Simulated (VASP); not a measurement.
Runs of VASP 6.6.1 on Bi. The cell holds a slab with vacuum, 4 atoms: a = 4.539 Å, b = 4.539 Å, c = 32.743 Å, α = 90.00°, β = 90.00°, γ = 120.00°. 

```tsv
task	level	potentials or basis	dipole correction	k mesh for the DOS	occupations for the DOS	gap on the mesh (eV)	largest force (eV/Å)
single point	LDA	VASP PAW LDA potentials, release 64 (Bi_d)	no	-	-	none	(a)
single point	PBE	VASP PAW PBE potentials, release 64 (Bi_d)	no	-	-	none	0.03
single point	PBEsol	VASP PAW PBE potentials, release 64 (Bi_d)	no	-	-	none	0.04
single point	PBE	VASP PAW PBE potentials, release 64 (Bi_d)	yes	-	-	none	0.03
```

Alike in all rows: no spin polarisation; cell as given; k mesh 7 × 7 × 1; cutoff (eV) 520; smearing fermi-dirac 0.05 eV.

Problem. Estimate the missing entries.

Solution. (a) 0.05.

Caveats: spin-orbit coupling is left out, which moves the levels of the heavy elements; the PAW data sets were made with another functional, which shifts forces and pressure a little (some runs).

A k mesh can miss the band edges, and the runs leave out spin-orbit coupling on Bi.

A gap of «none» marks levels without a gap at the run's occupations.
